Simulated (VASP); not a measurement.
# WS2 in VASP: single point with PBE+D3(BJ)

Aim: the single point of WS2 with PBE+D3(BJ).

Program: VASP 6.6.1. These are calculated values, not measurements. Logs are shortened: lines on timing, memory, paths and dates and some standing lists are left out, and cuts for length are marked.

**1. The cell of the first run**

The cell holds a slab with vacuum, 6 atoms: a = 3.160 Å, b = 3.160 Å, c = 23.804 Å, α = 90.00°, β = 90.00°, γ = 120.00°.

**2. Single point, PBE+D3(BJ)**

INCAR reads:

```
PREC = Accurate
ENCUT = 520
EDIFF = 1E-7
ISMEAR = 0
SIGMA = 0.05
LREAL = False
LASPH = True
NELM = 100
ALGO = Normal
ISIF = 2
LWAVE = False
LCHARG = True
LDIPOL = True
IDIPOL = 3
DIPOL = 0.5 0.5 0.398
GGA = PE
IVDW = 12
LELF = True
LVHAR = True
LVACPOTAV = True
NBANDS = 35
```

KPOINTS reads:

```
regular mesh
0
Gamma
  9 9 1
```

POSCAR reads:

```
WS2
1.0
    3.1595456749      0.0000000000      0.0000000000
   -1.5797728375      2.7362468188      0.0000000000
    0.0000000000      0.0000000000     23.8042574588
S W
4 2
Direct
    0.3333333333      0.6666666667      0.1890418135
    0.3333333333      0.6666666667      0.3214605094
    0.5000000000      1.0000000000      0.4743743319
    0.5000000000      1.0000000000      0.6067930278
    0.6666666667      0.3333333333      0.2552511583
    0.8333333333      0.6666666667      0.5405836767
```

Potentials or basis: VASP PAW PBE potentials, release 64 (S, W_sv).

On the command line:

```console
$ cat potpaw_PBE.64/S/POTCAR potpaw_PBE.64/W_sv/POTCAR > POTCAR
$ mpirun -np 1 vasp_std > vasp.out
```

OUTCAR:

```text
PREC = Accurate
   ENCUT = 520
   EDIFF = 1E-7
   ISMEAR = 0
   LREAL = False
   LASPH = True
   NELM = 100
   ISIF = 2
   GGA = PE
   IVDW = 12
 IVDW          = 12

 ion  position               nearest neighbor table
   1  0.333  0.667  0.189-   5 2.41   5 2.41   5 2.41
   2  0.333  0.667  0.321-   5 2.41   5 2.41   5 2.41
   3  0.500  0.000  0.474-   6 2.41   6 2.41   6 2.41
   4  0.500  0.000  0.607-   6 2.41   6 2.41   6 2.41
   5  0.667  0.333  0.255-   1 2.41   1 2.41   1 2.41   2 2.41   2 2.41   2 2.41
   6  0.833  0.667  0.541-   3 2.41   3 2.41   3 2.41   4 2.41   4 2.41   4 2.41

  LATTYP: Found a hexagonal cell.
 ALAT       =     3.1595456749
 C/A-ratio  =     7.5340760692

  Lattice vectors:

 A1 = (   3.1595456749,   0.0000000000,   0.0000000000)
 A2 = (  -1.5797728375,   2.7362468188,   0.0000000000)
 A3 = (   0.0000000000,   0.0000000000,  23.8042574588)

Analysis of symmetry for initial positions (statically):
=====================================================================
 Subroutine PRICEL returns:
 Original cell was already a primitive cell.

 Routine SETGRP: Setting up the symmetry group for a
 hexagonal supercell.

 Subroutine GETGRP returns: Found  2 space group operations
 (whereof  2 operations were pure point group operations)
 out of a pool of 24 trial point group operations.

The static configuration has the point symmetry C_1h.

Analysis of symmetry for dynamics (positions and initial velocities):
=====================================================================
 Subroutine PRICEL returns:
 Original cell was already a primitive cell.

 Routine SETGRP: Setting up the symmetry group for a
 hexagonal supercell.

 Subroutine GETGRP returns: Found  2 space group operations
 (whereof  2 operations were pure point group operations)
 out of a pool of 24 trial point group operations.

The dynamic configuration has the point symmetry C_1h.

 Subroutine INISYM returns: Found  2 space group operations
 (whereof  2 operations are pure point group operations),
 and found     1 'primitive' translations

----------------------------------------------------------------------------------------

                                     Primitive cell

  volume of cell :     205.7949

  direct lattice vectors                    reciprocal lattice vectors
     3.159545675  0.000000000  0.000000000     0.316501201  0.182732053  0.000000000
    -1.579772837  2.736246819  0.000000000     0.000000000  0.365464107  0.000000000
     0.000000000  0.000000000 23.804257459     0.000000000  0.000000000  0.042009292

  length of vectors
     3.159545675  3.159545675 23.804257459     0.365464107  0.365464107  0.042009292

  position of ions in fractional coordinates (direct lattice)
     0.333333333  0.666666667  0.189041813
     0.333333333  0.666666667  0.321460509
     0.500000000  0.000000000  0.474374332
     0.500000000  0.000000000  0.606793028
     0.666666667  0.333333333  0.255251158
     0.833333333  0.666666667  0.540583677

  ion indices of the primitive-cell ions
   primitive index   ion index
                 1           1
                 2           2
                 3           3
                 4           4
                 5           5
                 6           6

----------------------------------------------------------------------------------------

 KPOINTS: regular mesh

Automatic generation of k-mesh.
 Grid dimensions read from file:
 generate k-points for:    9    9    1

 Generating k-lattice:

  Cartesian coordinates                     Fractional coordinates (reciprocal lattice)
     0.035166800  0.020303561  0.000000000     0.111111111  0.000000000  0.000000000
     0.000000000  0.040607123  0.000000000     0.000000000  0.111111111  0.000000000
     0.000000000  0.000000000  0.042009292     0.000000000  0.000000000  1.000000000

  Length of vectors
     0.040607123  0.040607123  0.042009292

  Shift w.r.t. Gamma in fractional coordinates (k-lattice)
     0.000000000  0.000000000  0.000000000

 Subroutine IBZKPT returns following result:
 ===========================================

 Found     25 irreducible k-points:

 Following reciprocal coordinates:
            Coordinates               Weight
  0.000000  0.000000  0.000000      1.000000
  0.111111  0.000000  0.000000      4.000000
  0.000000  0.111111  0.000000      2.000000
  0.222222  0.000000  0.000000      4.000000
  0.000000  0.222222  0.000000      2.000000
  0.333333  0.000000  0.000000      4.000000
[... 16 lines left out ...]
 -0.222222 -0.444444  0.000000      4.000000
  0.444444  0.333333  0.000000      4.000000
   k-points           NKPTS =     25   k-points in BZ     NKDIM =     25   number of bands    NBANDS=     35
   number of dos      NEDOS =    301   number of ions     NIONS =      6
   total plane-waves  NPLWV = 103680
   dimension x,y,z NGX =    24 NGY =   24 NGZ =  180
   dimension x,y,z NGXF=    48 NGYF=   48 NGZF=  360
   ions per type =               4   2
   NGX,Y,Z   is equivalent  to a cutoff of  12.63, 12.63, 12.57 a.u.
   NGXF,Y,Z  is equivalent  to a cutoff of  25.26, 25.26, 25.14 a.u.
 SYSTEM =  unknown system
   PREC   = accura    normal or accurate (medium, high low for compatibility)
   ISTART =      0    job   : 0-new  1-cont  2-samecut
   ICHARG =      2    charge: 1-file 2-atom 10-const
   ISPIN  =      1    spin polarized calculation?
   LNONCOLLINEAR =      F non collinear calculations
   LSORBIT =      F    spin-orbit coupling
   LASPH  =      T    aspherical Exc in radial PAW
   ENCUT  =  520.0 eV  38.22 Ry    6.18 a.u.   5.87  5.87 44.26*2*pi/ulx,y,z
   NELM   =    100;   NELMIN=  2; NELMDL= -5     # of ELM steps
   EDIFF  = 0.1E-06   stopping-criterion for ELM
   LREAL  =      F    real-space projection
   EDIFFG = 0.1E-05   stopping-criterion for IOM
   NSW    =      0    number of steps for IOM
   IBRION =     -1    ionic relax: 0-MD 1-quasi-New 2-CG
   NFREE  =      0    steps in history (QN), initial steepest desc. (CG)
   ISIF   =      2    stress and relaxation
   ISYM   =      2    0-nonsym 1-usesym 2-fastsym
   POTIM  = 0.5000    time-step for ionic-motion
   TEBEG  =    0.0;   TEEND  =   0.0 temperature during run
   PSTRESS=    0.0 pullay stress
   NELECT =      52.0000    total number of electrons
   NUPDOWN=      -1.0000    fix difference up-down
   EMIN   =  10.00;   EMAX   =-10.00  energy-range for DOS
   EFERMI =   0.00;   METHOD = LEGACY
   ISMEAR =     0;   SIGMA  =   0.05  broadening in eV -4-tet -1-fermi 0-gaus
   EFERMI_NEDOS =   21; number of points for ismear=-14 and -15
   IALGO  =     38    algorithm
   IMIX   =      4    mixing-type and parameters
     AMIX     =   0.40;   BMIX     =  1.00
     AMIX_MAG =   1.60;   BMIX_MAG =  1.00
  volume/ion in A,a.u.               =      34.30       231.46
  Fermi-wavevector in a.u.,A,eV,Ry     =   1.034978  1.955825 14.574280  1.071179
  Thomas-Fermi vector in A             =   2.169299
   LORBIT       =      0    0 simple, 1 ext, 2 COOP (PROOUT), +10 PAW based schemes
   GGA     = PE    functional components
   LHFCALC =     F    Hartree Fock is set to
   AEXX    =    0.0000 exact exchange contribution
   IVDW    =    12    specifies the selected vdW correction
   LEPSILON=     F    determine dielectric tensor
   LRPA    =     F    only Hartree local field effects (RPA)
 non-spin polarized calculation
 Gauss-broadening in eV      SIGMA  =   0.05
  energy-cutoff  :      520.00
  volume of cell :      205.79
 maximum number of plane-waves:      5566
   NGX = 11   NGY = 11   NGZ = 89

 dipolmoment           0.000000      0.000000     -0.000048 electrons x Angstroem

 number of electron      51.9999994 magnetization

 dipolmoment           0.000000      0.000000      0.000225 electrons x Angstroem

 Free energy of the ion-electron system (eV)
  ---------------------------------------------------
  ext. energy  EPLUGINS =         0.00000000
  ---------------------------------------------------
  free energy    TOTEN  =       -47.32076334 eV

  energy without entropy =      -47.32076334  energy(sigma->0) =      -47.32076334

 E-fermi :   1.3166     XC(G=0):  -6.1829

 val. band max:        0.9297082745   @ k =   0.0000   0.0000   0.0000
 cond. band min:       2.7345684654   @ k =   0.3333   0.3333   0.0000
 fundamental gap:      1.8048601909
 Fermi energy:         1.3165841846

 k-point     1 :       0.0000    0.0000    0.0000
  band No.  band energies     occupation
      1     -73.1956      2.00000
      2     -73.1911      2.00000
      3     -37.4477      2.00000
      4     -37.4431      2.00000
      5     -37.2730      2.00000
      6     -37.2728      2.00000
[... 27 lines left out ...]
     34       3.8888      0.00000
     35       5.8558      0.00000

 k-point     2 :       0.1111    0.0000    0.0000
  band No.  band energies     occupation
      1     -73.1934      2.00000
      2     -73.1889      2.00000
      3     -37.4400      2.00000
      4     -37.4354      2.00000
      5     -37.3156      2.00000
      6     -37.3112      2.00000
[... 27 lines left out ...]
     34       4.1136      0.00000
     35       6.2202      0.00000

 k-point     3 :       0.0000    0.1111    0.0000
  band No.  band energies     occupation
      1     -73.1934      2.00000
      2     -73.1889      2.00000
      3     -37.4400      2.00000
      4     -37.4354      2.00000
      5     -37.3158      2.00000
      6     -37.3111      2.00000
[... 27 lines left out ...]
     34       4.1205      0.00000
     35       6.2204      0.00000

 k-point     4 :       0.2222    0.0000    0.0000
  band No.  band energies     occupation
      1     -73.1879      2.00000
      2     -73.1834      2.00000
      3     -37.4225      2.00000
      4     -37.4204      2.00000
      5     -37.4181      2.00000
      6     -37.4158      2.00000
[... 27 lines left out ...]
     34       4.8065      0.00000
     35       6.9262      0.00000

 k-point     5 :       0.0000    0.2222    0.0000
  band No.  band energies     occupation
      1     -73.1879      2.00000
      2     -73.1834      2.00000
      3     -37.4227      2.00000
      4     -37.4204      2.00000
      5     -37.4181      2.00000
      6     -37.4158      2.00000
[... 638 lines left out ...]
 k-point    22 :       0.3333    0.2222    0.0000
  band No.  band energies     occupation
      1     -73.1759      2.00000
      2     -73.1713      2.00000
      3     -37.5759      2.00000
      4     -37.5715      2.00000
      5     -37.4413      2.00000
      6     -37.4367      2.00000
[... 27 lines left out ...]
     34       6.1281      0.00000
     35       6.9002      0.00000

 k-point    23 :      -0.2222   -0.4444    0.0000
  band No.  band energies     occupation
      1     -73.1759      2.00000
      2     -73.1713      2.00000
      3     -37.5761      2.00000
      4     -37.5714      2.00000
      5     -37.4412      2.00000
      6     -37.4368      2.00000
[... 27 lines left out ...]
     34       6.0966      0.00000
     35       6.9868      0.00000

 k-point    24 :       0.4444    0.3333    0.0000
  band No.  band energies     occupation
      1     -73.1759      2.00000
      2     -73.1713      2.00000
      3     -37.5759      2.00000
      4     -37.5715      2.00000
      5     -37.4414      2.00000
      6     -37.4367      2.00000
[... 27 lines left out ...]
     34       6.1297      0.00000
     35       6.8972      0.00000

 [... further k-points ...]

------------------------ aborting loop because EDIFF is reached ----------------------------------------

 Edisp (eV)   -2.08203

 E8    (eV) :    -0.9045

  FORCE on cell =-STRESS in cart. coord.  units (eV):
  Direction    XX          YY          ZZ          XY          YZ          ZX
  --------------------------------------------------------------------------------------
  -------------------------------------------------------------------------------------
  Total      -0.22235    -0.19617    -0.55391     0.00000     0.09418    -0.00000
  in kB      -1.73109    -1.52727    -4.31238     0.00000     0.73322    -0.00000
  external pressure =       -2.52 kB  Pullay stress =        0.00 kB

 VOLUME and BASIS-vectors are now :
 -----------------------------------------------------------------------------
  energy-cutoff  :      520.00
  volume of cell :      205.79
      direct lattice vectors                 reciprocal lattice vectors
     3.159545675  0.000000000  0.000000000     0.316501201  0.182732053  0.000000000
    -1.579772837  2.736246819  0.000000000     0.000000000  0.365464107  0.000000000
     0.000000000  0.000000000 23.804257459     0.000000000  0.000000000  0.042009292

 POSITION                                       TOTAL-FORCE (eV/Angst)
 -----------------------------------------------------------------------------------
     -0.00000      1.82416      4.50000        -0.000000      0.000570      0.003814
     -0.00000      1.82416      7.65213         0.000000     -0.019109      0.046039
      1.57977      0.00000     11.29213        -0.000000      0.018138     -0.045336
      1.57977      0.00000     14.44426        -0.000000      0.000171     -0.003617
      1.57977      0.91208      6.07606         0.000000     -0.003974      0.039300
      1.57977      1.82416     12.86819        -0.000000      0.004203     -0.040200
 -----------------------------------------------------------------------------------
    total drift:                                0.000000     -0.000031      0.000082

  FREE ENERGIE OF THE ION-ELECTRON SYSTEM (eV)
  ---------------------------------------------------
  free  energy   TOTEN  =       -49.4027926061 eV

  energy  without entropy=      -49.4027926061  energy(sigma->0) =      -49.40279261

 vacuum level on the upper side and lower side of the slab         6.471         6.467
```

It took 4 min on 1 thread of Intel Xeon Platinum 8488C (Sapphire Rapids), shared host; peak memory 0.39 GiB.

What came out:

* Free energy: -49.4028 eV
* Largest force: 0.050 eV/Å
* Band gap on the k mesh: 1.80 eV, indirect (least direct gap 1.91 eV)
* Dispersion energy per atom: -0.347 eV

Forces on the atoms (eV/Å):
```
S    0.000  0.001  0.004
S    0.000 -0.019  0.046
S    0.000  0.018 -0.045
S    0.000  0.000 -0.004
W    0.000 -0.004  0.039
W    0.000  0.004 -0.040
```

Caveat: spin-orbit coupling is left out, which moves the levels of the heavy elements.
